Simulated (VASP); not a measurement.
# SiO2 (P2_13) in VASP: a series of runs, part 2 of 2

VASP 6.6.1. The steps go on from the part before.

**3. Single point, LDA**

This run uses another cell than the first one, of 14.60 Å³/atom, 1.031 times its volume.

INCAR reads:

```
ALGO = Normal ; EDIFF = 1E-6
ENCUT = 520 ; GGA = CA
ISIF = 2 ; ISMEAR = 0
LASPH = True ; LCHARG = False
LREAL = Auto ; LWAVE = False
NBANDS = 82 ; NELM = 100
PREC = Accurate ; SIGMA = 0.02
```

KPOINTS reads:

```
k-points
0
Gamma
  4 4 4
```

POSCAR reads:

```
SiO2
1.0
    7.0502880300      0.0000000000      0.0000000000
    0.0000000000      7.0502880300      0.0000000000
    0.0000000000      0.0000000000      7.0502880300
Si O
8 16
Direct
    0.2837569155      0.2837569155      0.2837569155
    0.2162430845      0.7162430845      0.7837569155
    0.7837569155      0.2162430845      0.7162430845
    0.7162430845      0.7837569155      0.2162430845
    1.0220656142      1.0220656142      1.0220656142
    0.4779343858     -0.0220656142      0.5220656142
    0.5220656142      0.4779343858     -0.0220656142
   -0.0220656142      0.5220656142      0.4779343858
    0.1527558841      0.1527558841      0.1527558841
    0.3472441159      0.8472441159      0.6527558841
    0.6527558841      0.3472441159      0.8472441159
    0.8472441159      0.6527558841      0.3472441159
    0.6391200602      0.6644170582      0.0379145809
    0.8608799398      0.3355829418      0.5379145809
    0.1391200602      0.8355829418      0.9620854191
    0.3608799398      0.1644170582      0.4620854191
    0.0379145809      0.6391200602      0.6644170582
    0.5379145809      0.8608799398      0.3355829418
    0.9620854191      0.1391200602      0.8355829418
    0.4620854191      0.3608799398      0.1644170582
    0.6644170582      0.0379145809      0.6391200602
    0.3355829418      0.5379145809      0.8608799398
    0.8355829418      0.9620854191      0.1391200602
    0.1644170582      0.4620854191      0.3608799398
```

Potentials or basis: VASP PAW LDA potentials, release 64 (Si, O).

Started as:

```console
$ cat potpaw_LDA.64/Si/POTCAR potpaw_LDA.64/O/POTCAR > POTCAR
$ mpirun -np 1 vasp_std > vasp.out
```

OUTCAR:

```text
EDIFF = 1E-6
   ENCUT = 520
   GGA = CA
   ISIF = 2
   ISMEAR = 0
   LASPH = True
   LREAL = Auto
   NELM = 100
   PREC = Accurate

 ion  position               nearest neighbor table
   1  0.284  0.284  0.284-   9 1.60  16 1.61  20 1.61  24 1.61   7 3.06   8 3.06   6 3.06
   2  0.216  0.716  0.784-  10 1.60  15 1.61  17 1.61  22 1.61   7 3.06   8 3.06   5 3.06
   3  0.784  0.216  0.716-  11 1.60  14 1.61  19 1.61  21 1.61   6 3.06   8 3.06   5 3.06
   4  0.716  0.784  0.216-  12 1.60  13 1.61  18 1.61  23 1.61   6 3.06   7 3.06   5 3.06
   5  0.022  0.022  0.022-   9 1.60  19 1.61  23 1.61  15 1.61   3 3.06   4 3.06   2 3.06
   6  0.478  0.978  0.522-  10 1.60  18 1.61  21 1.61  16 1.61   3 3.06   4 3.06   1 3.06
   7  0.522  0.478  0.978-  11 1.60  20 1.61  22 1.61  13 1.61   2 3.06   4 3.06   1 3.06
   8  0.978  0.522  0.478-  12 1.60  17 1.61  24 1.61  14 1.61   2 3.06   3 3.06   1 3.06
   9  0.153  0.153  0.153-   5 1.60   1 1.60
  10  0.347  0.847  0.653-   6 1.60   2 1.60
  11  0.653  0.347  0.847-   7 1.60   3 1.60
  12  0.847  0.653  0.347-   8 1.60   4 1.60
  13  0.639  0.664  0.038-   4 1.61   7 1.61
  14  0.861  0.336  0.538-   3 1.61   8 1.61
[... 8 lines left out ...]
  23  0.836  0.962  0.139-   4 1.61   5 1.61
  24  0.164  0.462  0.361-   1 1.61   8 1.61

  LATTYP: Found a simple cubic cell.
 ALAT       =     7.0502880300

  Lattice vectors:

 A1 = (   7.0502880300,   0.0000000000,   0.0000000000)
 A2 = (   0.0000000000,   7.0502880300,   0.0000000000)
 A3 = (   0.0000000000,   0.0000000000,   7.0502880300)

Analysis of symmetry for initial positions (statically):
=====================================================================
 Subroutine PRICEL returns:
 Original cell was already a primitive cell.

 Routine SETGRP: Setting up the symmetry group for a
 simple cubic supercell.

 Subroutine GETGRP returns: Found 12 space group operations
 (whereof  3 operations were pure point group operations)
 out of a pool of 48 trial point group operations.

The static configuration has the point symmetry C_3 .
 The point group associated with its full space group is T   .

Analysis of symmetry for dynamics (positions and initial velocities):
=====================================================================
 Subroutine PRICEL returns:
 Original cell was already a primitive cell.

 Routine SETGRP: Setting up the symmetry group for a
 simple cubic supercell.

 Subroutine GETGRP returns: Found 12 space group operations
 (whereof  3 operations were pure point group operations)
 out of a pool of 48 trial point group operations.

The dynamic configuration has the point symmetry C_3 .
 The point group associated with its full space group is T   .

 Subroutine INISYM returns: Found 12 space group operations
 (whereof  3 operations are pure point group operations),
 and found     1 'primitive' translations

----------------------------------------------------------------------------------------

                                     Primitive cell

  volume of cell :     350.4456

  direct lattice vectors                    reciprocal lattice vectors
     7.050288030  0.000000000  0.000000000     0.141838177  0.000000000  0.000000000
     0.000000000  7.050288030  0.000000000     0.000000000  0.141838177  0.000000000
     0.000000000  0.000000000  7.050288030     0.000000000  0.000000000  0.141838177

  length of vectors
[... 92 lines left out ...]
  0.500000  0.500000  0.250000      6.000000
  0.500000  0.500000  0.500000      1.000000
   k-points           NKPTS =     11   k-points in BZ     NKDIM =     11   number of bands    NBANDS=     82
   number of dos      NEDOS =    301   number of ions     NIONS =     24
   total plane-waves  NPLWV = 157464
   dimension x,y,z NGX =    54 NGY =   54 NGZ =   54
   dimension x,y,z NGXF=   108 NGYF=  108 NGZF=  108
   ions per type =               8  16
   NGX,Y,Z   is equivalent  to a cutoff of  12.73, 12.73, 12.73 a.u.
   NGXF,Y,Z  is equivalent  to a cutoff of  25.47, 25.47, 25.47 a.u.
 SYSTEM =  unknown system
   PREC   = accura    normal or accurate (medium, high low for compatibility)
   ISTART =      0    job   : 0-new  1-cont  2-samecut
   ICHARG =      2    charge: 1-file 2-atom 10-const
   ISPIN  =      1    spin polarized calculation?
   LNONCOLLINEAR =      F non collinear calculations
   LSORBIT =      F    spin-orbit coupling
   LASPH  =      T    aspherical Exc in radial PAW
   ENCUT  =  520.0 eV  38.22 Ry    6.18 a.u.  13.11 13.11 13.11*2*pi/ulx,y,z
   NELM   =    100;   NELMIN=  2; NELMDL= -5     # of ELM steps
   EDIFF  = 0.1E-05   stopping-criterion for ELM
   LREAL  =      T    real-space projection
   EDIFFG = 0.1E-04   stopping-criterion for IOM
   NSW    =      0    number of steps for IOM
   IBRION =     -1    ionic relax: 0-MD 1-quasi-New 2-CG
   NFREE  =      0    steps in history (QN), initial steepest desc. (CG)
   ISIF   =      2    stress and relaxation
   ISYM   =      2    0-nonsym 1-usesym 2-fastsym
   POTIM  = 0.5000    time-step for ionic-motion
   TEBEG  =    0.0;   TEEND  =   0.0 temperature during run
   PSTRESS=    0.0 pullay stress
   NELECT =     128.0000    total number of electrons
   NUPDOWN=      -1.0000    fix difference up-down
   EMIN   =  10.00;   EMAX   =-10.00  energy-range for DOS
   EFERMI =   0.00;   METHOD = LEGACY
   ISMEAR =     0;   SIGMA  =   0.02  broadening in eV -4-tet -1-fermi 0-gaus
   EFERMI_NEDOS =   21; number of points for ismear=-14 and -15
   IALGO  =     38    algorithm
   IMIX   =      4    mixing-type and parameters
     AMIX     =   0.40;   BMIX     =  1.00
     AMIX_MAG =   1.60;   BMIX_MAG =  1.00
  volume/ion in A,a.u.               =      14.60        98.54
  Fermi-wavevector in a.u.,A,eV,Ry     =   1.170230  2.211414 18.632344  1.369439
  Thomas-Fermi vector in A             =   2.306692
   LORBIT       =      0    0 simple, 1 ext, 2 COOP (PROOUT), +10 PAW based schemes
   GGA     = CA    functional components
   LHFCALC =     F    Hartree Fock is set to
   AEXX    =    0.0000 exact exchange contribution
   IVDW    =     0    specifies the selected vdW correction
   LEPSILON=     F    determine dielectric tensor
   LRPA    =     F    only Hartree local field effects (RPA)
 non-spin polarized calculation
 Gauss-broadening in eV      SIGMA  =   0.02
  energy-cutoff  :      520.00
  volume of cell :      350.45
 maximum number of plane-waves:      9476
 NGX is ok and might be reduce to    54
   NGX = 27   NGY = 27   NGZ = 27

 number of electron     127.9999996 magnetization

 Free energy of the ion-electron system (eV)
  ---------------------------------------------------
  ext. energy  EPLUGINS =         0.00000000
  ---------------------------------------------------
  free energy    TOTEN  =      -207.43743412 eV

  energy without entropy =     -207.43743412  energy(sigma->0) =     -207.43743412

 E-fermi :  -0.2649     XC(G=0):  -8.8575

 val. band max:       -0.3864226209   @ k =   0.5000   0.5000   0.5000
 cond. band min:       5.2496702683   @ k =   0.0000   0.0000   0.0000
 fundamental gap:      5.6360928892
 Fermi energy:        -0.2648784471

 k-point     1 :       0.0000    0.0000    0.0000
  band No.  band energies     occupation
      1     -19.5050      2.00000
      2     -18.5692      2.00000
      3     -18.5692      2.00000
      4     -18.5692      2.00000
      5     -18.5382      2.00000
      6     -18.5382      2.00000
[... 858 lines left out ...]
     75       8.7688      0.00000
     76       8.7688      0.00000
 [bands above 76 left out]

------------------------ aborting loop because EDIFF is reached ----------------------------------------

  FORCE on cell =-STRESS in cart. coord.  units (eV):
  Direction    XX          YY          ZZ          XY          YZ          ZX
  --------------------------------------------------------------------------------------
  -------------------------------------------------------------------------------------
  Total        1.1147109      1.1147109      1.1147109      0.0000000      0.0000000     -0.0000000
  in kB        5.0962677      5.0962677      5.0962677      0.0000000      0.0000000     -0.0000000
  external PRESSURE =       5.0962677 kB  Pullay stress =       0.0000000 kB

 VOLUME and BASIS-vectors are now :
 -----------------------------------------------------------------------------
  energy-cutoff  :      520.00
  volume of cell :      350.45
      direct lattice vectors                 reciprocal lattice vectors
     7.050288030  0.000000000  0.000000000     0.141838177  0.000000000  0.000000000
     0.000000000  7.050288030  0.000000000     0.000000000  0.141838177  0.000000000
     0.000000000  0.000000000  7.050288030     0.000000000  0.000000000  0.141838177

 POSITION                                       TOTAL-FORCE (eV/Angst)
 -----------------------------------------------------------------------------------
      2.00057      2.00057      2.00057         0.010751      0.010751      0.010751
      1.52458      5.04972      5.52571        -0.010751     -0.010751      0.010751
      5.52571      1.52458      5.04972         0.010751     -0.010751     -0.010751
      5.04972      5.52571      1.52458        -0.010751      0.010751     -0.010751
      0.15557      0.15557      0.15557         0.026661      0.026661      0.026661
      3.36958      6.89472      3.68071        -0.026661     -0.026661      0.026661
[... 16 lines left out ...]
      5.89110      6.78298      0.98084        -0.009864      0.019339      0.004123
      1.15919      3.25784      2.54431         0.009864      0.019339     -0.004123
 -----------------------------------------------------------------------------------
    total drift:                               -0.000000      0.000000      0.000000

  FREE ENERGIE OF THE ION-ELECTRON SYSTEM (eV)
  ---------------------------------------------------
  free  energy   TOTEN  =      -207.4374341170 eV

  energy  without entropy=     -207.4374341170  energy(sigma->0) =     -207.43743412
```

Run time: 8.9 min. Hardware: 1 thread of Oxide Virtual Turin-like, shared host; peak memory 0.38 GiB.

What came out:

| Property | Result |
| --- | --- |
| Free energy | -207.4374 eV |
| Pressure | 0.5 GPa |
| Largest force | 0.046 eV/Å |
| Band gap on the k mesh | 5.64 eV, indirect (least direct gap 5.64 eV) |

Forces on the atoms (eV/Å):
```
Si   0.011  0.011  0.011
Si  -0.011 -0.011  0.011
Si   0.011 -0.011 -0.011
Si  -0.011  0.011 -0.011
Si   0.027  0.027  0.027
Si  -0.027 -0.027  0.027
Si   0.027 -0.027 -0.027
Si  -0.027  0.027 -0.027
O    0.007  0.007  0.007
O   -0.007 -0.007  0.007
O    0.007 -0.007 -0.007
O   -0.007  0.007 -0.007
O    0.004  0.010 -0.019
O   -0.004 -0.010 -0.019
O    0.004 -0.010  0.019
O   -0.004  0.010  0.019
O   -0.019  0.004  0.010
O   -0.019 -0.004 -0.010
O    0.019  0.004 -0.010
O    0.019 -0.004  0.010
O    0.010 -0.019  0.004
O   -0.010 -0.019 -0.004
O   -0.010  0.019  0.004
O    0.010  0.019 -0.004
```

A k mesh can miss the band edges. LDA gaps usually lie below the measured ones, often by a third to a half.

**4. Single point, LDA**

This run uses another cell than the first one, of 14.60 Å³/atom, 1.031 times its volume.

INCAR reads:

```
SYSTEM = SiO2
PREC     = Accurate       ! precision mode
ENCUT    = 520            ! plane-wave cutoff, eV
EDIFF    = 1E-7           ! SCF threshold, eV
ISMEAR   = 0              ! smearing method
SIGMA    = 0.02           ! smearing width, eV
LREAL    = Auto         
LASPH    = .TRUE.         ! aspherical terms in the spheres
NELM     = 60             ! most SCF steps
ALGO     = Normal         ! electronic algorithm
ISIF     = 2              ! what is computed and relaxed
LWAVE    = .FALSE.        ! write WAVECAR
LCHARG   = .FALSE.        ! write CHGCAR
GGA      = CA             ! functional
NBANDS   = 82             ! bands
```

KPOINTS reads:

```
regular mesh
0
G
  4 4 4
  0 0 0
```

POSCAR is that of step 3.

Started as:

```console
$ cat potpaw_LDA.64/Si/POTCAR potpaw_LDA.64/O/POTCAR > POTCAR
$ mpirun -np 1 vasp_std > vasp.out
```

It took 9.2 min on 1 thread of Oxide Virtual Turin-like, shared host; peak memory 0.37 GiB.

The run converged. Its results:

```
Free energy            : -207.4374 eV
Pressure               : 0.5 GPa
Largest force          : 0.046 eV/Å
Band gap on the k mesh : 5.64 eV, indirect (least direct gap 5.64 eV)
```

Forces in eV/Å, atoms in the order of the input:
```
Si   0.011  0.011  0.011
Si  -0.011 -0.011  0.011
Si   0.011 -0.011 -0.011
Si  -0.011  0.011 -0.011
Si   0.027  0.027  0.027
Si  -0.027 -0.027  0.027
Si   0.027 -0.027 -0.027
Si  -0.027  0.027 -0.027
O    0.007  0.007  0.007
O   -0.007 -0.007  0.007
O    0.007 -0.007 -0.007
O   -0.007  0.007 -0.007
O    0.004  0.010 -0.019
O   -0.004 -0.010 -0.019
O    0.004 -0.010  0.019
O   -0.004  0.010  0.019
O   -0.019  0.004  0.010
O   -0.019 -0.004 -0.010
O    0.019  0.004 -0.010
O    0.019 -0.004  0.010
O    0.010 -0.019  0.004
O   -0.010 -0.019 -0.004
O   -0.010  0.019  0.004
O    0.010  0.019 -0.004
```

Levels at points of the mesh, in eV from the valence-band top:
| k point | band 60 | band 61 | band 62 | band 63 | band 64 | band 65 | band 66 | band 67 | band 68 | band 69 |
| --- | --- | --- | --- | --- | --- | --- | --- | --- | --- | --- |
| (0.00, 0.00, 0.00) | -0.39 | -0.39 | -0.01 | -0.01 | -0.01 | 5.64 | 8.65 | 8.65 | 8.65 | 8.75 |
| (0.50, 0.00, 0.00) | -0.41 | -0.24 | -0.24 | -0.23 | -0.23 | 6.81 | 6.81 | 8.83 | 8.83 | 9.08 |
| (0.50, 0.50, 0.00) | -0.53 | -0.24 | -0.24 | -0.12 | -0.12 | 7.64 | 7.64 | 7.70 | 7.70 | 8.95 |
| (0.50, 0.50, 0.50) | -0.72 | 0.00 | 0.00 | 0.00 | 0.00 | 8.04 | 8.04 | 8.04 | 8.04 | 8.53 |

A k mesh can miss the band edges.
